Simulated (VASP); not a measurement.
Here is a VASP 6.6.1 calculation.

The input INCAR:

```
SYSTEM = HCl
ALGO = Normal
EDIFF = 1E-6
ENCUT = 520
GGA = PE
ISIF = 2
ISMEAR = -1
IVDW = 12
LASPH = .True.
LCHARG = .False.
LREAL = Auto
LWAVE = .False.
NBANDS = 56
NELM = 60
PREC = Accurate
SIGMA = 0.05
```

The input KPOINTS:

```
k-points
0
Gamma
  1 1 1
  0 0 0
```

The input POSCAR:

```
HCl
1.0
    7.7138450000      0.0000000000      0.0000000000
    0.0000000000      7.7138450000      0.0000000000
    0.0000000000      0.0000000000      7.7138450000
Cl H
10 10
Direct
    0.3592501535      0.9658866622      0.8180356230
    0.7127573862      0.9800689539      0.3601316853
    0.3806532281      0.2389988391      0.1908516440
    0.1402802364      0.7910322284      0.3567222313
    0.7877913025      0.7123555114      0.7390348134
    0.9673515607      0.3087565280      0.5202204607
    0.4393528778      0.4649821198      0.6116534621
    0.1696041339      0.5480794597      0.9719147844
    0.7458407578      0.5305914236      0.1550458948
    0.9207600101      0.1086099085      0.9633587400
    0.3246759560      1.0765966908      0.9354738136
    0.7906303536      0.9834395169      0.2141344556
    0.2923704067      0.3718508733      0.1059912404
    0.0618498298      0.9090278584      0.4556482532
    0.6652843037      0.8001457120      0.6655046867
    0.9203970264      0.4070084374      0.3834274606
    0.2714340254      0.4519665614      0.5863094216
    0.2931482289      0.5877483927      0.8546969767
    0.6032270547      0.4261558276      0.1501456148
    0.8649512662     -0.0158935006      0.8672328780
```

Potentials or basis: VASP PAW PBE potentials, release 64 (Cl, H).

Run with:

```console
$ cat potpaw_PBE.64/Cl/POTCAR potpaw_PBE.64/H/POTCAR > POTCAR
$ mpirun -np 1 vasp_gam > vasp.out
```

Q: Estimate the largest force.

A: 1.279 eV/Å.

Q: Predict the dispersion energy per atom.

A: -0.069 eV.

Q: Predict the pressure.

A: -0.6 GPa.

Forces in eV/Å, atoms in the order of the input:
```
Cl   0.136 -0.519 -0.738
Cl  -0.502 -0.023  0.485
Cl  -0.499  0.975 -0.599
Cl  -0.399  0.777  0.683
Cl  -0.055  0.254 -0.046
Cl  -0.046  0.822 -0.839
Cl  -0.629  0.102  0.082
Cl   0.554  0.421 -0.741
Cl  -1.026 -0.761  0.060
Cl   0.039  0.280  0.212
H   -0.036  0.401  0.601
H    0.297  0.058 -0.522
H    0.563 -0.922  0.528
H    0.477 -0.804 -0.669
H    0.115 -0.120  0.017
H    0.153 -0.686  0.891
H    0.456 -0.103 -0.101
H   -0.627 -0.373  0.709
H    1.082  0.579  0.172
H   -0.053 -0.359 -0.185
```

Caveat: the k points lie up to 0.81 Å⁻¹ apart, too coarse for converged energies, forces and pressures.
